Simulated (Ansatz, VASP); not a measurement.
## Mg7CuO8: VASP beside Ansatz

```xyz
16
Lattice="0.0000 4.3554 4.3554 4.3554 0.0000 4.3554 4.3554 4.3554 0.0000" Properties=species:S:1:pos:R:3 pbc="T T T"
Mg    0.0000    0.0000    0.0000
Mg    2.1777    2.1777    0.0000
Mg    2.1777    0.0000    2.1777
Mg    4.3554    2.1777    2.1777
Mg    2.1777    4.3554    2.1777
Mg    2.1777    2.1777    4.3554
Mg    4.3554    4.3554    4.3554
Cu    0.0000    2.1777    2.1777
O     2.1777    2.1777    2.1777
O     4.3554    4.3554    2.1777
O     4.3554    2.1777    4.3554
O     6.5331    4.3554    4.3554
O     2.1777    4.3554    4.3554
O     4.3554    6.5331    4.3554
O     4.3554    4.3554    6.5331
O     6.5331    6.5331    6.5331
```

Alike in both runs: task single point; functional PBE; k mesh 2 × 2 × 2; occupations fermi-dirac, width 0.01 eV; collinear spin.

```csv
,VASP,Ansatz
version,VASP 6.6.1,Ansatz 0.2.0
potentials or method,"VASP PAW PBE potentials, release 64 (Mg, Cu, O), cutoff 520 eV","PAW, plane waves, scalar-relativistic"
valence electrons in the cell,73,137
```

|  | VASP | Ansatz | Ansatz less VASP |
| --- | --- | --- | --- |
| pressure (GPa) | -9.6 | -8.9 | +0.68 |
| rms of the force components (eV/Å) | 0.146 | 0.138 | -0.0086 |
| net moment per atom (μB) | 0.06 | 0.06 | 0.000 |
| size of the moment on the site where the two differ most (μB) | 0.59 | 0.60 | +0.013 |

Site moments also hang on the region over which each program counts them. VASP's potentials hold 73 valence electrons a cell and Ansatz's 137, so a difference there can come from the potentials and not from the codes.

The k mesh is coarse, so the values compare programs but aren't converged.
